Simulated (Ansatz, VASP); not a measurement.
# One calculation of MgO, two programs

The input INCAR:

```
SYSTEM = MgO
ALGO = Normal
EDIFF = 1E-7
ENCUT = 520
GGA = PE
ISIF = 2
ISMEAR = -1
LASPH = .TRUE.
LCHARG = .TRUE.
LELF = .TRUE.
LREAL = .FALSE.
LVHAR = .TRUE.
LWAVE = .FALSE.
NBANDS = 11
NELM = 100
PREC = Accurate
SIGMA = 0.02
```

The input KPOINTS:

```
k-points
0
G
  10 10 10
  0 0 0
```

POSCAR

```
MgO
1.0
    0.0000000000      2.1021680189      2.1021680189
    2.1021680189      0.0000000000      2.1021680189
    2.1021680189      2.1021680189      0.0000000000
Mg O
1 1
Direct
    0.0000000000      0.0000000000      0.0000000000
    0.5000000000      0.5000000000      0.5000000000
```

Input for Ansatz:

```yaml
crystal:
  lattice:
    - [0.0, 2.1021680189, 2.1021680189]
    - [2.1021680189, 0.0, 2.1021680189]
    - [2.1021680189, 2.1021680189, 0.0]
  atoms:
    - { symbol: Mg, position: [0.0, 0.0, 0.0] }
    - { symbol: O, position: [0.5, 0.5, 0.5] }
kpoints:
  mp_grid: { grid: [10, 10, 10] }
  band_path:
    path:
      - [[0.0, 0.0, 0.0], [0.5, 4.029675995789e-34, 0.5], [0.625, 0.25, 0.625]]
      - [[0.375, 0.375, 0.75], [0.0, 0.0, 0.0], [0.5, 0.5, 0.5], [0.5, 0.25, 0.75], [0.5, 4.029675995789e-34, 0.5]]
    npoints: 10
hamiltonian:
  xc: pbe
scf:
  occupations: { method: fermi_dirac, width: 0.02 }
  n_extra_bands: 4
output:
  forces: true
  stress: true
  eigenvalues: true
  write_density: true
  write_potential: true
  elf: true
  volumetric_format: npy
```

Alike in both runs: task single point; functional PBE; k mesh 10 × 10 × 10; occupations fermi-dirac, width 0.02 eV; no spin polarisation.

```csv
,VASP,Ansatz
version,VASP 6.6.1,Ansatz 0.2.0
potentials or method,"VASP PAW PBE potentials, release 64 (Mg, O)","plane waves, PAW"
plane-wave cutoff (eV),520,420
valence electrons in the cell,8,16
```

|  | VASP | Ansatz | Ansatz less VASP |
| --- | --- | --- | --- |
| gap on the k mesh at the Fermi level (eV) | 4.78 | 4.80 | +0.016 |
| pressure (GPa) | 4.9 | 5.6 | +0.72 |

The functional is the same, so the differences come from potentials, cutoffs and numerics. VASP's potentials hold 8 valence electrons a cell and Ansatz's 16, so a difference there can come from the potentials and not from the codes.
